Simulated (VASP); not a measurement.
Runs of VASP 6.6.1 on KMgF3. The structure is that of space group Pm-3m (No. 221), or close to it. The cells are those of the table. 

```tsv
task	level	cell	cutoff (eV)	gap on the mesh (eV)	pressure (GPa)	relaxed volume (Å³/atom)
single point	r2SCAN+D4	a = 3.973 Å, 5 atoms	520	(a)	(b)	-
relaxation of cell and atoms	r2SCAN+rVV10	relaxed from a = 3.986 Å, 5 atoms	600	8.42	0.0	12.33
relaxation of cell and atoms	r2SCAN+D3(BJ)	relaxed from a = 3.986 Å, 5 atoms	600	8.50	0.0	12.33
relaxation of cell and atoms	r2SCAN+D4	relaxed from a = 3.986 Å, 5 atoms	600	8.44	0.0	12.43
```

Alike in all rows: no spin polarisation.

Task: Estimate the missing entries.

Result: (a) 8.36; (b) -0.6.

Caveats: the PAW data sets were made with another functional, which shifts forces and pressure a little; an odd mesh through Γ misses points on the zone boundary, where band edges can lie.
